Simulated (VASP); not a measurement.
# Co (P6_3/mmc) in VASP: a series of runs

The runs below take Co through single point, with PBE.

Everything below comes from runs of VASP 6.6.1. Logs are shortened: lines on timing, memory, paths and dates and some standing lists are left out, and cuts for length are marked.

## (1) The cell of the first run

The structure is hexagonal, space group P6_3/mmc (No. 194). The conventional cell has a = 2.472 Å, b = 2.472 Å, c = 4.021 Å, α = 90.00°, β = 90.00°, γ = 120.00°. Co (site symmetry -6m2) has 12 Co at 2.47 Å within 3.3 Å.

## (2) Single point, PBE, collinear spin, ferromagnetic start

Input file INCAR:

```
ALGO = Normal ; EDIFF = 1E-6
ENCUT = 520 ; GGA = PE
ISIF = 2 ; ISMEAR = -1
ISPIN = 2 ; LASPH = True
LCHARG = True ; LELF = True
LMAXMIX = 4 ; LORBIT = 11
LREAL = False ; LVHAR = True
LWAVE = False ; MAGMOM = 1.5 1.5
NBANDS = 20 ; NELM = 150
NUPDOWN = 3.0 ; PREC = Accurate
SIGMA = 0.05
```

Input file KPOINTS:

```
k-points
0
Gamma
  10 10 6
```

Input file POSCAR:

```
Co
1.0
    2.4719999032      0.0000000000      0.0000000000
   -1.2359999516      2.1408147143      0.0000000000
    0.0000000000      0.0000000000      4.0211440800
Co
2
Direct
    0.6666666667      0.3333333333      0.7500000000
    0.3333333333      0.6666666667      0.2500000000
```

Potentials or basis: VASP PAW PBE potentials, release 64 (Co).

Started as:

```
$ cat potpaw_PBE.64/Co/POTCAR > POTCAR
$ mpirun -np 1 vasp_std > vasp.out
```

OUTCAR:

```text
EDIFF = 1E-6
   ENCUT = 520
   GGA = PE
   ISIF = 2
   ISMEAR = -1
   ISPIN = 2
   LASPH = True
   LORBIT = 11
   LREAL = False
   NELM = 150
   NUPDOWN = 3.0
   PREC = Accurate

 ion  position               nearest neighbor table
   1  0.667  0.333  0.750-   2 2.47   2 2.47   2 2.47   2 2.47   2 2.47   2 2.47
   2  0.333  0.667  0.250-   1 2.47   1 2.47   1 2.47   1 2.47   1 2.47   1 2.47

  LATTYP: Found a hexagonal cell.
 ALAT       =     2.4719999032
 C/A-ratio  =     1.6266764715

  Lattice vectors:

 A1 = (   2.4719999032,   0.0000000000,   0.0000000000)
 A2 = (  -1.2359999516,   2.1408147143,   0.0000000000)
 A3 = (   0.0000000000,   0.0000000000,   4.0211440800)

Analysis of symmetry for initial positions (statically):
=====================================================================
 Subroutine PRICEL returns:
 Original cell was already a primitive cell.

 Routine SETGRP: Setting up the symmetry group for a
 hexagonal supercell.

 Subroutine GETGRP returns: Found 24 space group operations
 (whereof 12 operations were pure point group operations)
 out of a pool of 24 trial point group operations.

The static configuration has the point symmetry D_3d.
 The point group associated with its full space group is D_6h.

Analysis of symmetry for dynamics (positions and initial velocities):
=====================================================================
 Subroutine PRICEL returns:
 Original cell was already a primitive cell.

 Routine SETGRP: Setting up the symmetry group for a
 hexagonal supercell.

 Subroutine GETGRP returns: Found 24 space group operations
 (whereof 12 operations were pure point group operations)
 out of a pool of 24 trial point group operations.

The dynamic configuration has the point symmetry D_3d.
 The point group associated with its full space group is D_6h.

Analysis of structural, dynamic, and magnetic symmetry:
=====================================================================
 Subroutine PRICEL returns:
 Original cell was already a primitive cell.

 Routine SETGRP: Setting up the symmetry group for a
 hexagonal supercell.

 Subroutine GETGRP returns: Found 24 space group operations
 (whereof 12 operations were pure point group operations)
 out of a pool of 24 trial point group operations.

The overall configuration has the point symmetry D_3d.
 The point group associated with its full space group is D_6h.

 Subroutine INISYM returns: Found 24 space group operations
 (whereof 12 operations are pure point group operations),
 and found     1 'primitive' translations

----------------------------------------------------------------------------------------

                                     Primitive cell

  volume of cell :      21.2803

  direct lattice vectors                    reciprocal lattice vectors
     2.471999903  0.000000000  0.000000000     0.404530760  0.233555943  0.000000000
    -1.235999952  2.140814714  0.000000000     0.000000000  0.467111887  0.000000000
     0.000000000  0.000000000  4.021144080     0.000000000  0.000000000  0.248685444

  length of vectors
     2.471999903  2.471999903  4.021144080     0.467111887  0.467111887  0.248685444

  position of ions in fractional coordinates (direct lattice)
     0.666666667  0.333333333  0.750000000
     0.333333333  0.666666667  0.250000000

  ion indices of the primitive-cell ions
   primitive index   ion index
                 1           1
                 2           2

----------------------------------------------------------------------------------------

 KPOINTS: k-points

Automatic generation of k-mesh.
 Grid dimensions read from file:
 generate k-points for:   10   10    6

 Generating k-lattice:

  Cartesian coordinates                     Fractional coordinates (reciprocal lattice)
     0.040453076  0.023355594  0.000000000     0.100000000 -0.000000000  0.000000000
     0.000000000  0.046711189  0.000000000     0.000000000  0.100000000  0.000000000
     0.000000000  0.000000000  0.041447574     0.000000000  0.000000000  0.166666667

  Length of vectors
     0.046711189  0.046711189  0.041447574

  Shift w.r.t. Gamma in fractional coordinates (k-lattice)
     0.000000000  0.000000000  0.000000000

 Subroutine IBZKPT returns following result:
 ===========================================

 Found     56 irreducible k-points:

 Following reciprocal coordinates:
            Coordinates               Weight
  0.000000  0.000000  0.000000      1.000000
  0.100000  0.000000  0.000000      6.000000
  0.200000  0.000000  0.000000      6.000000
  0.300000  0.000000  0.000000      6.000000
  0.400000  0.000000  0.000000      6.000000
  0.500000  0.000000  0.000000      3.000000
[... 16 lines left out ...]
  0.300000  0.100000  0.166667     24.000000
  0.400000  0.100000  0.166667     24.000000
 [... further k-points ...]
   k-points           NKPTS =     56   k-points in BZ     NKDIM =     56   number of bands    NBANDS=     20
   number of dos      NEDOS =    301   number of ions     NIONS =      2
   total plane-waves  NPLWV =   9720
   dimension x,y,z NGX =    18 NGY =   18 NGZ =   30
   dimension x,y,z NGXF=    36 NGYF=   36 NGZF=   60
   ions per type =               2
   NGX,Y,Z   is equivalent  to a cutoff of  12.11, 12.11, 12.40 a.u.
   NGXF,Y,Z  is equivalent  to a cutoff of  24.21, 24.21, 24.81 a.u.
 SYSTEM =  unknown system
   PREC   = accura    normal or accurate (medium, high low for compatibility)
   ISTART =      0    job   : 0-new  1-cont  2-samecut
   ICHARG =      2    charge: 1-file 2-atom 10-const
   ISPIN  =      2    spin polarized calculation?
   LNONCOLLINEAR =      F non collinear calculations
   LSORBIT =      F    spin-orbit coupling
   LASPH  =      T    aspherical Exc in radial PAW
   ENCUT  =  520.0 eV  38.22 Ry    6.18 a.u.   4.60  4.60  7.48*2*pi/ulx,y,z
   NELM   =    150;   NELMIN=  2; NELMDL= -5     # of ELM steps
   EDIFF  = 0.1E-05   stopping-criterion for ELM
   LREAL  =      F    real-space projection
   EDIFFG = 0.1E-04   stopping-criterion for IOM
   NSW    =      0    number of steps for IOM
   IBRION =     -1    ionic relax: 0-MD 1-quasi-New 2-CG
   NFREE  =      0    steps in history (QN), initial steepest desc. (CG)
   ISIF   =      2    stress and relaxation
   ISYM   =      2    0-nonsym 1-usesym 2-fastsym
   POTIM  = 0.5000    time-step for ionic-motion
   TEBEG  =    0.0;   TEEND  =   0.0 temperature during run
   PSTRESS=    0.0 pullay stress
   NELECT =      18.0000    total number of electrons
   NUPDOWN=       3.0000    fix difference up-down
   EMIN   =  10.00;   EMAX   =-10.00  energy-range for DOS
   EFERMI =   0.00;   METHOD = LEGACY
   ISMEAR =    -1;   SIGMA  =   0.05  broadening in eV -4-tet -1-fermi 0-gaus
   EFERMI_NEDOS =   21; number of points for ismear=-14 and -15
   IALGO  =     38    algorithm
   IMIX   =      4    mixing-type and parameters
     AMIX     =   0.40;   BMIX     =  1.00
     AMIX_MAG =   1.60;   BMIX_MAG =  1.00
  volume/ion in A,a.u.               =      10.64        71.80
  Fermi-wavevector in a.u.,A,eV,Ry     =   1.548246  2.925761 32.614055  2.397065
  Thomas-Fermi vector in A             =   2.653224
   LORBIT       =     11    0 simple, 1 ext, 2 COOP (PROOUT), +10 PAW based schemes
   GGA     = PE    functional components
   LHFCALC =     F    Hartree Fock is set to
   AEXX    =    0.0000 exact exchange contribution
   IVDW    =     0    specifies the selected vdW correction
   LEPSILON=     F    determine dielectric tensor
   LRPA    =     F    only Hartree local field effects (RPA)
 spin polarized calculation
  energy-cutoff  :      520.00
  volume of cell :       21.28
 maximum number of plane-waves:       585
   NGX =  9   NGY =  9   NGZ = 15

 number of electron      17.9999990 magnetization       2.9999997

 Free energy of the ion-electron system (eV)
  ---------------------------------------------------
  ext. energy  EPLUGINS =         0.00000000
  ---------------------------------------------------
  free energy    TOTEN  =       -14.05452082 eV

  energy without entropy =      -14.03788575  energy(sigma->0) =      -14.04620329

 E-fermi :  10.5299     XC(G=0): -13.5192

 val. band max:       10.5028981109   @ k =   0.0000   0.0000   0.1667
 cond. band min:      10.3171312025   @ k =   0.3000   0.1000   0.1667
 fundamental gap:     -0.1857669084
 Fermi energy:        10.3104338695

 spin component 1

 k-point     1 :       0.0000    0.0000    0.0000
  band No.  band energies     occupation
      1       1.5208      1.00000
      2       5.3393      1.00000
      3       7.9116      1.00000
      4       7.9675      1.00000
      5       7.9675      1.00000
      6       8.2837      1.00000
[... 12 lines left out ...]
     19      36.8991      0.00000
     20      36.8991      0.00000
[... 507 lines left out ...]
 k-point    24 :       0.4000    0.1000    0.1667
  band No.  band energies     occupation
      1       5.5922      1.00000
      2       5.9730      1.00000
      3       6.5352      1.00000
      4       7.0876      1.00000
      5       7.8027      1.00000
      6       8.4316      1.00000
[... 12 lines left out ...]
     19      35.0860      0.00000
     20      35.5358      0.00000

 [... further k-points ...]

 spin component 2

 k-point     1 :       0.0000    0.0000    0.0000
  band No.  band energies     occupation
      1       1.4997      1.00000
      2       6.2131      1.00000
      3       9.4404      1.00000
      4       9.4954      1.00000
      5       9.4954      1.00000
      6       9.8621      1.00000
[... 12 lines left out ...]
     19      37.1566      0.00000
     20      37.1566      0.00000
[... 507 lines left out ...]
 k-point    24 :       0.4000    0.1000    0.1667
  band No.  band energies     occupation
      1       6.4424      1.00000
      2       7.0595      1.00000
      3       7.5727      1.00000
      4       8.1486      1.00000
      5       9.2945      1.00000
      6       9.8113      1.00000
[... 12 lines left out ...]
     19      35.2119      0.00000
     20      35.8577      0.00000

 [... further k-points ...]
[... 5 lines left out ...]
  --------------------------------------------------------------------------------------
  -------------------------------------------------------------------------------------
  Total        0.4354098      0.4354098      0.0490275     -0.0000000     -0.0000000      0.0000000
  in kB       32.7817105     32.7817105      3.6912447     -0.0000000     -0.0000000      0.0000000
  external PRESSURE =      23.0848886 kB  Pullay stress =       0.0000000 kB

 VOLUME and BASIS-vectors are now :
 -----------------------------------------------------------------------------
  energy-cutoff  :      520.00
  volume of cell :       21.28
      direct lattice vectors                 reciprocal lattice vectors
     2.471999903  0.000000000  0.000000000     0.404530760  0.233555943  0.000000000
    -1.235999952  2.140814714  0.000000000     0.000000000  0.467111887  0.000000000
     0.000000000  0.000000000  4.021144080     0.000000000  0.000000000  0.248685444

 POSITION                                       TOTAL-FORCE (eV/Angst)
 -----------------------------------------------------------------------------------
      1.23600      0.71360      3.01586         0.000000     -0.000000      0.000000
     -0.00000      1.42721      1.00529        -0.000000      0.000000      0.000000
 -----------------------------------------------------------------------------------
    total drift:                                0.000000     -0.000000     -0.000000

  FREE ENERGIE OF THE ION-ELECTRON SYSTEM (eV)
  ---------------------------------------------------
  free  energy   TOTEN  =       -14.0545208220 eV

  energy  without entropy=      -14.0378857541  energy(sigma->0) =      -14.04620329

 total charge

# of ion       s       p       d       tot
------------------------------------------
    1        0.494   0.536   7.282   8.312
    2        0.494   0.536   7.282   8.312
--------------------------------------------------
tot          0.988   1.073  14.564  16.625

 magnetization (x)

# of ion       s       p       d       tot
------------------------------------------
    1       -0.017  -0.056   1.591   1.518
    2       -0.017  -0.056   1.591   1.518
--------------------------------------------------
tot         -0.034  -0.112   3.182   3.036
```

Wall time 42 s (1 thread of Intel Xeon Platinum 8488C (Sapphire Rapids), shared host); peak memory 0.15 GiB.

Results:

```yaml
Free_energy: -14.0545 eV
Pressure: 2.3 GPa
Net_moment: 3.00 μB per cell
Site_moments: Co +1.52 μB
Valence_electrons_inside_the_program's_atomic_spheres: Co 8.31
```

Caveat: the total moment is fixed, so each spin has its own Fermi level.

## (3) Single point, PBE, collinear spin, ferromagnetic start

Input file INCAR:

```
SYSTEM = Co
PREC     = Accurate       ! precision mode
ENCUT    = 520            ! plane-wave cutoff, eV
EDIFF    = 1E-7           ! SCF threshold, eV
ISMEAR   = -1             ! smearing method
SIGMA    = 0.05           ! smearing width, eV
LREAL    = .FALSE.        ! projectors in reciprocal space
LASPH    = .TRUE.         ! aspherical terms in the spheres
NELM     = 150            ! most SCF steps
ALGO     = Normal         ! electronic algorithm
ISIF     = 2              ! what is computed and relaxed
LWAVE    = .FALSE.        ! write WAVECAR
LCHARG   = .TRUE.         ! write CHGCAR
ISPIN    = 2              ! spin polarisation
MAGMOM   = 2 2            ! initial moments
LORBIT   = 11             ! projections on sites
NUPDOWN  = 4.0            ! fixed moment
LMAXMIX  = 4              ! l up to which the mixer works
GGA      = PE             ! functional
LELF     = .TRUE.         ! ELF
LVHAR    = .TRUE.       
NBANDS   = 20             ! bands
```

Input file KPOINTS:

```
Automatic mesh
0
G
  10 10 6
  0 0 0
```

POSCAR is that of step 2.

Potentials or basis: VASP PAW PBE potentials, release 64 (Co).

Started as:

```
$ cat potpaw_PBE.64/Co/POTCAR > POTCAR
$ mpirun -np 1 vasp_std > vasp.out
```

Run time: 45 s. Hardware: 1 thread of Intel Xeon Platinum 8488C (Sapphire Rapids), shared host; peak memory 0.15 GiB.

Results (log left out):

```yaml
Free_energy: -13.7759 eV
Pressure: 12.6 GPa
Net_moment: 4.00 μB per cell
Site_moments: Co +1.99 μB
Valence_electrons_inside_the_program's_atomic_spheres: Co 8.30
```

Stress tensor (GPa, compression positive):
```
12.49  0.00  0.00
 0.00 12.49  0.00
 0.00  0.00 12.83
```

Caveat: the cell stands under pressure; the total moment is fixed, so each spin has its own Fermi level.

## (4) Single point, PBE, collinear spin, ferromagnetic start

Input file INCAR:

```
SYSTEM = Co
PREC = Accurate
ENCUT = 520
EDIFF = 1E-6
ISMEAR = -1
SIGMA = 0.05
LREAL = .FALSE.
LASPH = .TRUE.
NELM = 150
ALGO = Normal
ISIF = 2
LWAVE = .FALSE.
LCHARG = .TRUE.
ISPIN = 2
MAGMOM = 2.5 2.5
LORBIT = 11
NUPDOWN = 5.0
LMAXMIX = 4
GGA = PE
LELF = .TRUE.
LVHAR = .TRUE.
NBANDS = 20
```

KPOINTS is that of step 3.

POSCAR is that of step 3.

Potentials or basis: VASP PAW PBE potentials, release 64 (Co).

Started as:

```
$ cat potpaw_PBE.64/Co/POTCAR > POTCAR
$ mpirun -np 1 vasp_std > vasp.out
```

OUTCAR:

```text
SYSTEM = Co
   PREC = Accurate
   ENCUT = 520
   EDIFF = 1E-6
   ISMEAR = -1
   LREAL = .FALSE.
   LASPH = .TRUE.
   NELM = 150
   ISIF = 2
   ISPIN = 2
   LORBIT = 11
   NUPDOWN = 5.0
   GGA = PE

 ion  position               nearest neighbor table
   1  0.667  0.333  0.750-   2 2.47   2 2.47   2 2.47   2 2.47   2 2.47   2 2.47
   2  0.333  0.667  0.250-   1 2.47   1 2.47   1 2.47   1 2.47   1 2.47   1 2.47

  LATTYP: Found a hexagonal cell.
 ALAT       =     2.4719999032
 C/A-ratio  =     1.6266764715

  Lattice vectors:

 A1 = (   2.4719999032,   0.0000000000,   0.0000000000)
 A2 = (  -1.2359999516,   2.1408147143,   0.0000000000)
[... 1320 lines left out ...]

 VOLUME and BASIS-vectors are now :
 -----------------------------------------------------------------------------
  energy-cutoff  :      520.00
  volume of cell :       21.28
      direct lattice vectors                 reciprocal lattice vectors
     2.471999903  0.000000000  0.000000000     0.404530760  0.233555943  0.000000000
    -1.235999952  2.140814714  0.000000000     0.000000000  0.467111887  0.000000000
     0.000000000  0.000000000  4.021144080     0.000000000  0.000000000  0.248685444

 POSITION                                       TOTAL-FORCE (eV/Angst)
 -----------------------------------------------------------------------------------
      1.23600      0.71360      3.01586        -0.000000     -0.000000      0.000000
     -0.00000      1.42721      1.00529         0.000000      0.000000      0.000000
 -----------------------------------------------------------------------------------
    total drift:                                0.000000     -0.000000     -0.000000

  FREE ENERGIE OF THE ION-ELECTRON SYSTEM (eV)
  ---------------------------------------------------
  free  energy   TOTEN  =       -12.5728410087 eV

  energy  without entropy=      -12.5497722032  energy(sigma->0) =      -12.56130661

 total charge

# of ion       s       p       d       tot
------------------------------------------
    1        0.529   0.633   7.118   8.281
    2        0.529   0.633   7.118   8.281
--------------------------------------------------
tot          1.059   1.267  14.236  16.561

 magnetization (x)

# of ion       s       p       d       tot
------------------------------------------
    1        0.031   0.109   2.293   2.433
    2        0.031   0.109   2.293   2.433
--------------------------------------------------
tot          0.062   0.218   4.586   4.866
```

OSZICAR:

```text
N       E                     dE             d eps       ncg     rms          rms(c)
DAV:   1     0.904233225769E+02    0.90423E+02   -0.80014E+03  4712   0.121E+03
DAV:   2    -0.101385527227E+02   -0.10056E+03   -0.92875E+02  4552   0.224E+02
DAV:   3    -0.148973584060E+02   -0.47588E+01   -0.46193E+01  5088   0.579E+01
DAV:   4    -0.149674586374E+02   -0.70100E-01   -0.70055E-01  5476   0.622E+00
DAV:   5    -0.149694770813E+02   -0.20184E-02   -0.20184E-02  5236   0.995E-01    0.181E+01
DAV:   6    -0.127890827110E+02    0.21804E+01   -0.76566E+00  5116   0.566E+01    0.873E+00
DAV:   7    -0.126154796733E+02    0.17360E+00   -0.64743E-01  5628   0.144E+01    0.542E+00
DAV:   8    -0.125915902220E+02    0.23889E-01   -0.11684E-02  6268   0.940E-01    0.240E+00
DAV:   9    -0.125735471171E+02    0.18043E-01   -0.19278E-03  7176   0.763E-01    0.335E-01
DAV:  10    -0.125728469342E+02    0.70018E-03   -0.45857E-04  6208   0.225E-01    0.390E-02
DAV:  11    -0.125728375385E+02    0.93956E-05   -0.33939E-05  5088   0.616E-02    0.621E-02
DAV:  12    -0.125728413455E+02   -0.38070E-05   -0.23818E-06  4820   0.194E-02    0.221E-02
DAV:  13    -0.125728410087E+02    0.33675E-06   -0.66114E-07  2760   0.103E-02
   1 F= -.12572841E+02 E0= -.12561307E+02  d E =-.230688E-01  mag=     5.0000
```

stdout:

```text
POSCAR found type information on POSCAR Co
 POSCAR found :  1 types and       2 ions
 scaLAPACK will be used
 LDA part: xc-table for (Slater+PW92), standard interpolation
 POSCAR, INCAR and KPOINTS ok, starting setup
 FFT: planning ... GRIDC
 FFT: planning ... GRID_SOFT
 FFT: planning ... GRID
 WAVECAR not read
 entering main loop
```

It took 38 s on 1 thread of Intel Xeon Platinum 8488C (Sapphire Rapids), shared host; peak memory 0.15 GiB.

Results:

| Quantity | Value |
| --- | --- |
| Free energy | -12.5728 eV |
| Pressure | 28.1 GPa |
| Net moment | 5.00 μB per cell |
| Site moments | Co +2.43 μB |
| Valence electrons inside the program's atomic spheres | Co 8.28 |

Caveat: the cell stands under pressure; the total moment is fixed, so each spin has its own Fermi level.

[end of part 1 of 2]
